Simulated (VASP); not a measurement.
# C (Ccce) in VASP: notebook

C is run at these levels: PBE; tasks: single point.

Everything below comes from runs of VASP 6.6.1. Logs are shortened: lines on timing, memory, paths and dates and some standing lists are left out, and cuts for length are marked.

**1. The cell of the first run**

It takes space group Ccce (No. 68, orthorhombic). The conventional cell has a = 2.385 Å, b = 4.131 Å, c = 5.656 Å, α = 90.00°, β = 90.00°, γ = 90.00°. C (site symmetry 2) has 4 C at 1.52 Å within 2.0 Å. C (site symmetry 222) has 4 C at 1.52 Å within 2.0 Å.

**2. Single point, PBE**

The input, INCAR:

```
SYSTEM = C
  PREC = Accurate
  ENCUT = 520
  EDIFF = 1E-7
  ISMEAR = 0
  SIGMA = 0.1
  LREAL = .False.
  LASPH = .True.
  NELM = 60
  ALGO = Normal
  ISIF = 2
  LWAVE = .False.
  LCHARG = .False.
  GGA = PE
  NBANDS = 21
```

The input, KPOINTS:

```
Automatic mesh
0
Gamma
  12 12 4
  0 0 0
```

The input, POSCAR:

```
C
1.0
    1.1923905900     -2.0652773300      0.0000000000
    1.1923905900      2.0652773300      0.0000000000
    0.0000000000      0.0000000000      5.6559580600
C
6
Direct
    0.0000000000      0.5000000000      0.3333336300
    0.5000000000      0.0000000000      0.6666663700
    0.5000000000      0.0000000000      0.1666663700
    0.0000000000      0.5000000000      0.8333336300
    0.0000000000      0.0000000000      0.5000000000
    0.5000000000      0.5000000000      0.0000000000
```

Potentials or basis: VASP PAW PBE potentials, release 64 (C).

The run is started by

```console
> cat potpaw_PBE.64/C/POTCAR > POTCAR
> mpirun -np 1 vasp_std > vasp.out
```

OUTCAR:

```text
SYSTEM = C
   PREC = Accurate
   ENCUT = 520
   EDIFF = 1E-7
   ISMEAR = 0
   LREAL = .False.
   LASPH = .True.
   NELM = 60
   ISIF = 2
   GGA = PE

 ion  position               nearest neighbor table
   1  0.000  0.500  0.333-   5 1.52   5 1.52   3 1.52   3 1.52
   2  0.500  0.000  0.667-   5 1.52   5 1.52   4 1.52   4 1.52
   3  0.500  0.000  0.167-   6 1.52   6 1.52   1 1.52   1 1.52
   4  0.000  0.500  0.833-   6 1.52   6 1.52   2 1.52   2 1.52
   5  0.000  0.000  0.500-   1 1.52   2 1.52   1 1.52   2 1.52
   6  0.500  0.500  0.000-   3 1.52   4 1.52   3 1.52   4 1.52

  LATTYP: Found a hexagonal cell.
 ALAT       =     2.3847779286
 C/A-ratio  =     2.3716917169

  Lattice vectors:

 A1 = (   1.1923905900,  -2.0652773300,   0.0000000000)
 A2 = (   1.1923905900,   2.0652773300,   0.0000000000)
 A3 = (   0.0000000000,   0.0000000000,   5.6559580600)

Analysis of symmetry for initial positions (statically):
=====================================================================
 Subroutine PRICEL returns:
 Original cell was already a primitive cell.

 Routine SETGRP: Setting up the symmetry group for a
 hexagonal supercell.

 Subroutine GETGRP returns: Found  8 space group operations
 (whereof  4 operations were pure point group operations)
 out of a pool of 24 trial point group operations.

The static configuration has the point symmetry D_2 .
 The point group associated with its full space group is D_2h.

Analysis of symmetry for dynamics (positions and initial velocities):
=====================================================================
 Subroutine PRICEL returns:
 Original cell was already a primitive cell.

 Routine SETGRP: Setting up the symmetry group for a
 hexagonal supercell.

 Subroutine GETGRP returns: Found  8 space group operations
 (whereof  4 operations were pure point group operations)
 out of a pool of 24 trial point group operations.

The dynamic configuration has the point symmetry D_2 .
 The point group associated with its full space group is D_2h.

 Subroutine INISYM returns: Found  8 space group operations
 (whereof  4 operations are pure point group operations),
 and found     1 'primitive' translations

----------------------------------------------------------------------------------------

                                     Primitive cell

  volume of cell :      27.8569

  direct lattice vectors                    reciprocal lattice vectors
     1.192390590 -2.065277330  0.000000000     0.419325684 -0.242098237  0.000000000
     1.192390590  2.065277330  0.000000000     0.419325684  0.242098237  0.000000000
     0.000000000  0.000000000  5.655958060     0.000000000  0.000000000  0.176804706

  length of vectors
     2.384777929  2.384777929  5.655958060     0.484195813  0.484195813  0.176804706

  position of ions in fractional coordinates (direct lattice)
     1.000000000  0.500000000  0.333333630
     0.500000000  1.000000000  0.666666370
     0.500000000  1.000000000  0.166666370
     1.000000000  0.500000000  0.833333630
     0.000000000  0.000000000  0.500000000
     0.500000000  0.500000000  0.000000000

  ion indices of the primitive-cell ions
   primitive index   ion index
                 1           1
                 2           2
                 3           3
                 4           4
                 5           5
                 6           6

----------------------------------------------------------------------------------------

 KPOINTS: Automatic mesh

Automatic generation of k-mesh.
 Grid dimensions read from file:
 generate k-points for:   12   12    4

 Generating k-lattice:

  Cartesian coordinates                     Fractional coordinates (reciprocal lattice)
     0.034943807 -0.020174853  0.000000000     0.083333333 -0.000000000  0.000000000
     0.034943807  0.020174853  0.000000000    -0.000000000  0.083333333  0.000000000
     0.000000000  0.000000000  0.044201176     0.000000000  0.000000000  0.250000000

  Length of vectors
     0.040349651  0.040349651  0.044201176

  Shift w.r.t. Gamma in fractional coordinates (k-lattice)
     0.000000000  0.000000000  0.000000000

 Subroutine IBZKPT returns following result:
 ===========================================

 Found    129 irreducible k-points:

 Following reciprocal coordinates:
            Coordinates               Weight
  0.000000  0.000000  0.000000      1.000000
  0.083333  0.000000  0.000000      4.000000
 -0.083333  0.083333  0.000000      2.000000
  0.166667  0.000000  0.000000      4.000000
 -0.166667  0.166667  0.000000      2.000000
  0.250000  0.000000  0.000000      4.000000
[... 16 lines left out ...]
 -0.083333  0.416667  0.000000      4.000000
 -0.416667  0.333333  0.000000      4.000000
 [... further k-points ...]
   k-points           NKPTS =    129   k-points in BZ     NKDIM =    129   number of bands    NBANDS=     21
   number of dos      NEDOS =    301   number of ions     NIONS =      6
   total plane-waves  NPLWV =  13608
   dimension x,y,z NGX =    18 NGY =   18 NGZ =   42
   dimension x,y,z NGXF=    36 NGYF=   36 NGZF=   84
   ions per type =               6
   NGX,Y,Z   is equivalent  to a cutoff of  12.55, 12.55, 12.35 a.u.
   NGXF,Y,Z  is equivalent  to a cutoff of  25.10, 25.10, 24.69 a.u.
 SYSTEM =  C
   PREC   = accura    normal or accurate (medium, high low for compatibility)
   ISTART =      0    job   : 0-new  1-cont  2-samecut
   ICHARG =      2    charge: 1-file 2-atom 10-const
   ISPIN  =      1    spin polarized calculation?
   LNONCOLLINEAR =      F non collinear calculations
   LSORBIT =      F    spin-orbit coupling
   LASPH  =      T    aspherical Exc in radial PAW
   ENCUT  =  520.0 eV  38.22 Ry    6.18 a.u.   4.43  4.43 10.52*2*pi/ulx,y,z
   NELM   =     60;   NELMIN=  2; NELMDL= -5     # of ELM steps
   EDIFF  = 0.1E-06   stopping-criterion for ELM
   LREAL  =      F    real-space projection
   EDIFFG = 0.1E-05   stopping-criterion for IOM
   NSW    =      0    number of steps for IOM
   IBRION =     -1    ionic relax: 0-MD 1-quasi-New 2-CG
   NFREE  =      0    steps in history (QN), initial steepest desc. (CG)
   ISIF   =      2    stress and relaxation
   ISYM   =      2    0-nonsym 1-usesym 2-fastsym
   POTIM  = 0.5000    time-step for ionic-motion
   TEBEG  =    0.0;   TEEND  =   0.0 temperature during run
   PSTRESS=    0.0 pullay stress
   NELECT =      24.0000    total number of electrons
   NUPDOWN=      -1.0000    fix difference up-down
   EMIN   =  10.00;   EMAX   =-10.00  energy-range for DOS
   EFERMI =   0.00;   METHOD = LEGACY
   ISMEAR =     0;   SIGMA  =   0.10  broadening in eV -4-tet -1-fermi 0-gaus
   EFERMI_NEDOS =   21; number of points for ismear=-14 and -15
   IALGO  =     38    algorithm
   IMIX   =      4    mixing-type and parameters
     AMIX     =   0.40;   BMIX     =  1.00
     AMIX_MAG =   1.60;   BMIX_MAG =  1.00
  volume/ion in A,a.u.               =       4.64        31.33
  Fermi-wavevector in a.u.,A,eV,Ry     =   1.557761  2.943742 33.016169  2.426620
  Thomas-Fermi vector in A             =   2.661364
   LORBIT       =      0    0 simple, 1 ext, 2 COOP (PROOUT), +10 PAW based schemes
   GGA     = PE    functional components
   LHFCALC =     F    Hartree Fock is set to
   AEXX    =    0.0000 exact exchange contribution
   IVDW    =     0    specifies the selected vdW correction
   LEPSILON=     F    determine dielectric tensor
   LRPA    =     F    only Hartree local field effects (RPA)
 non-spin polarized calculation
 Gauss-broadening in eV      SIGMA  =   0.10
  energy-cutoff  :      520.00
  volume of cell :       27.86
 maximum number of plane-waves:       790
 NGX is ok and might be reduce to    18
   NGX =  9   NGY =  9   NGZ = 21

 number of electron      24.0000008 magnetization

 Free energy of the ion-electron system (eV)
  ---------------------------------------------------
  ext. energy  EPLUGINS =         0.00000000
  ---------------------------------------------------
  free energy    TOTEN  =       -44.66265796 eV

  energy without entropy =      -44.66253028  energy(sigma->0) =      -44.66259412

 E-fermi :  14.4213     XC(G=0): -14.5726

 val. band max:       14.3522811535   @ k =   0.5000   0.5000   0.0000
 cond. band min:      14.4936251034   @ k =   0.0000   0.0000   0.0000
 fundamental gap:      0.1413439499
 Fermi energy:        14.4213092574

 k-point     1 :       0.0000    0.0000    0.0000
  band No.  band energies     occupation
      1     -11.2700      2.00000
      2      -7.5535      2.00000
      3      -7.5472      2.00000
      4       2.9666      2.00000
      5       2.9944      2.00000
      6       8.2534      2.00000
[... 13 lines left out ...]
     20      24.7607      0.00000
     21      24.9731      0.00000

 k-point     2 :       0.0833    0.0000    0.0000
  band No.  band energies     occupation
      1     -11.0747      2.00000
      2      -7.3622      2.00000
      3      -7.3566      2.00000
      4       3.1030      2.00000
      5       3.1555      2.00000
      6       7.6791      2.00000
[... 13 lines left out ...]
     20      25.0550      0.00000
     21      25.5046      0.00000

 k-point     3 :      -0.0833    0.0833    0.0000
  band No.  band energies     occupation
      1     -11.0749      2.00000
      2      -7.3660      2.00000
      3      -7.3529      2.00000
      4       3.1190      2.00000
      5       3.1376      2.00000
      6       7.9429      2.00000
[... 13 lines left out ...]
     20      25.5039      0.00000
     21      25.8799      0.00000

 k-point     4 :       0.1667    0.0000    0.0000
  band No.  band energies     occupation
      1     -10.4898      2.00000
      2      -6.7909      2.00000
      3      -6.7865      2.00000
      4       3.4753      2.00000
      5       3.6301      2.00000
      6       5.9885      2.00000
[... 13 lines left out ...]
     20      26.1385      0.00000
     21      27.0042      0.00000

 k-point     5 :      -0.1667    0.1667    0.0000
  band No.  band energies     occupation
      1     -10.4908      2.00000
      2      -6.8063      2.00000
      3      -6.7716      2.00000
      4       3.5464      2.00000
      5       3.5631      2.00000
      6       6.5163      2.00000
[... 13 lines left out ...]
     20      25.9430      0.00000
     21      26.4209      0.00000

 k-point     6 :       0.2500    0.0000    0.0000
  band No.  band energies     occupation
      1      -9.5191      2.00000
      2      -5.8484      2.00000
      3      -5.8418      2.00000
      4       3.4108      2.00000
      5       4.0119      2.00000
      6       4.3819      2.00000
[... 13 lines left out ...]
     20      27.3205      0.00000
     21      28.5934      0.00000

 k-point     7 :      -0.2500    0.2500    0.0000
  band No.  band energies     occupation
      1      -9.5227      2.00000
      2      -5.8829      2.00000
      3      -5.8079      2.00000
      4       3.5801      2.00000
      5       4.2512      2.00000
      6       4.3810      2.00000
[... 13 lines left out ...]
     20      27.3955      0.00000
     21      27.7041      0.00000
[... 291 lines left out ...]
      1      -8.7485      2.00000
      2      -5.1200      2.00000
      3      -5.0775      2.00000
      4       2.2588      2.00000
      5       3.9477      2.00000
      6       4.5651      2.00000
[... 13 lines left out ...]
     20      27.2401      0.00000
     21      28.2148      0.00000

 k-point    21 :      -0.3333    0.2500    0.0000
  band No.  band energies     occupation
      1      -8.7534      2.00000
      2      -5.1503      2.00000
      3      -5.0470      2.00000
      4       2.3655      2.00000
      5       4.3435      2.00000
      6       4.6853      2.00000
[... 13 lines left out ...]
     20      27.1913      0.00000
     21      27.6433      0.00000

 k-point    22 :       0.3333    0.0833    0.0000
  band No.  band energies     occupation
      1      -7.2170      2.00000
      2      -3.6869      2.00000
      3      -3.6240      2.00000
      4      -0.3809      2.00000
      5       2.5102      2.00000
      6       2.9040      2.00000
[... 13 lines left out ...]
     20      26.7995      0.00000
     21      29.2782      0.00000

 k-point    23 :      -0.0833    0.4167    0.0000
  band No.  band energies     occupation
      1      -7.2211      2.00000
      2      -3.7147      2.00000
      3      -3.5941      2.00000
      4      -0.3222      2.00000
      5       2.4430      2.00000
      6       2.7260      2.00000
[... 13 lines left out ...]
     20      27.3524      0.00000
     21      28.8816      0.00000

 k-point    24 :      -0.4167    0.3333    0.0000
  band No.  band energies     occupation
      1      -7.2411      2.00000
      2      -3.7398      2.00000
      3      -3.5411      2.00000
      4      -0.3327      2.00000
      5       2.5130      2.00000
      6       3.1998      2.00000
[... 13 lines left out ...]
     20      27.8479      0.00000
     21      29.0085      0.00000

 [... further k-points ...]

------------------------ aborting loop because EDIFF is reached ----------------------------------------

  FORCE on cell =-STRESS in cart. coord.  units (eV):
  Direction    XX          YY          ZZ          XY          YZ          ZX
  --------------------------------------------------------------------------------------
  -------------------------------------------------------------------------------------
  Total       24.3178853     26.7315518      4.4864080      0.0000000      0.0000000      0.0000000
  in kB     1398.6314623   1537.4523282    258.0335961      0.0000000      0.0000000      0.0000000
  external PRESSURE =    1064.7057956 kB  Pullay stress =       0.0000000 kB

 VOLUME and BASIS-vectors are now :
 -----------------------------------------------------------------------------
  energy-cutoff  :      520.00
  volume of cell :       27.86
      direct lattice vectors                 reciprocal lattice vectors
     1.192390590 -2.065277330  0.000000000     0.419325684 -0.242098237  0.000000000
     1.192390590  2.065277330  0.000000000     0.419325684  0.242098237  0.000000000
     0.000000000  0.000000000  5.655958060     0.000000000  0.000000000  0.176804706

 POSITION                                       TOTAL-FORCE (eV/Angst)
 -----------------------------------------------------------------------------------
      0.59620      1.03264      1.88532        -0.000000      0.000000      0.058253
      0.59620     -1.03264      3.77064         0.000000      0.000000     -0.058253
      0.59620     -1.03264      0.94266         0.000000      0.000000     -0.058253
      0.59620      1.03264      4.71330        -0.000000      0.000000      0.058253
      0.00000      0.00000      2.82798         0.000000      0.000000      0.000000
      1.19239      0.00000      0.00000         0.000000      0.000000      0.000000
 -----------------------------------------------------------------------------------
    total drift:                                0.000000     -0.000000      0.000000

  FREE ENERGIE OF THE ION-ELECTRON SYSTEM (eV)
  ---------------------------------------------------
  free  energy   TOTEN  =       -44.6626579648 eV

  energy  without entropy=      -44.6625302797  energy(sigma->0) =      -44.66259412
```

It took 29 s on 1 thread of Intel Xeon 6975P-C (Granite Rapids), shared host; peak memory 0.16 GiB.

Results:

```
Free energy            : -44.6627 eV
Pressure               : 106.5 GPa
Largest force          : 0.058 eV/Å
Band gap on the k mesh : zero (band 12 reaches 14.49 eV, above the bottom of band 13 at 14.35 eV)
```

Forces in eV/Å, atoms in the order of the input:
```
C    0.000  0.000  0.058
C    0.000  0.000 -0.058
C    0.000  0.000 -0.058
C    0.000  0.000  0.058
C    0.000  0.000  0.000
C    0.000  0.000  0.000
```

Levels at points of the mesh, in eV from the Fermi level:
| k point | band 10 | band 11 | band 12 | band 13 | band 14 | band 15 |
| --- | --- | --- | --- | --- | --- | --- |
| (0.00, 0.00, 0.00) | -2.03 | -1.66 | 0.07 | 3.97 | 5.26 | 9.24 |
| (0.50, 0.00, 0.00) | -6.33 | -5.15 | -5.15 | 1.41 | 1.41 | 3.42 |
| (0.50, 0.50, 0.00) | -6.07 | -4.19 | -3.33 | -0.07 | 0.50 | 4.46 |
| (0.00, 0.00, 0.50) | -2.48 | -1.04 | -1.04 | 5.69 | 5.69 | 8.38 |
| (0.50, 0.00, 0.50) | -6.30 | -4.40 | -4.40 | 2.04 | 2.04 | 6.09 |
| (0.50, 0.50, 0.50) | -5.34 | -4.76 | -4.76 | 2.42 | 2.42 | 3.77 |

**3. Single point, PBE**

This run uses another cell than the first one, of 5.54 Å³/atom, 1.192 times its volume.

The input, INCAR:

```
  PREC = Accurate
  ENCUT = 520
  EDIFF = 1E-6
  ISMEAR = 0
  SIGMA = 0.1
  LREAL = F
  LASPH = T
  NELM = 80
  ALGO = Normal
  ISIF = 2
  LWAVE = F
  LCHARG = F
  GGA = PE
  NBANDS = 21
```

The input, KPOINTS:

```
regular mesh
0
Gamma
  12 12 4
```

The input, POSCAR:

```
C
1.0
    1.2891399233     -2.2755728613      0.0000000000
    1.2891399233      2.2755728613      0.0000000000
    0.0000000000      0.0000000000      5.6606124500
C
6
Direct
    0.0000000000      0.5000000000      0.3329233737
    0.5000000000      0.0000000000      0.6670766263
    0.5000000000      0.0000000000      0.1670766263
    0.0000000000      0.5000000000      0.8329233737
    0.0000000000      0.0000000000      0.5000000000
    0.5000000000      0.5000000000      0.0000000000
```

Potentials or basis: VASP PAW PBE potentials, release 64 (C).

The run is started by

```console
> cat potpaw_PBE.64/C/POTCAR > POTCAR
> mpirun -np 1 vasp_std > vasp.out
```

Wall time 39 s (1 thread of Intel Xeon 6975P-C (Granite Rapids), shared host); peak memory 0.18 GiB.

It converged, with:

```
Free energy            : -46.8333 eV
Pressure               : 0.8 GPa
Largest force          : 0.011 eV/Å
Band gap on the k mesh : 0.84 eV, indirect (least direct gap 2.56 eV)
```

Forces in eV/Å, atoms in the order of the input:
```
C    0.000  0.000  0.011
C    0.000  0.000 -0.011
C    0.000  0.000 -0.011
C    0.000  0.000  0.011
C    0.000  0.000  0.000
C    0.000  0.000  0.000
```

Levels at points of the mesh, in eV from the valence-band top:
| k point | band 10 | band 11 | band 12 | band 13 | band 14 | band 15 |
| --- | --- | --- | --- | --- | --- | --- |
| (0.00, 0.00, 0.00) | -1.46 | -0.04 | 0.00 | 3.85 | 4.67 | 6.82 |
| (0.50, 0.00, 0.00) | -4.87 | -4.29 | -4.29 | 2.92 | 2.92 | 3.19 |
| (0.50, 0.50, 0.00) | -5.23 | -3.07 | -1.72 | 0.84 | 1.79 | 4.47 |
| (0.00, 0.00, 0.50) | -2.42 | -0.94 | -0.94 | 5.46 | 5.46 | 6.82 |
| (0.50, 0.00, 0.50) | -5.44 | -3.45 | -3.45 | 2.64 | 2.64 | 6.44 |
| (0.50, 0.50, 0.50) | -4.03 | -3.73 | -3.73 | 3.38 | 3.38 | 4.59 |
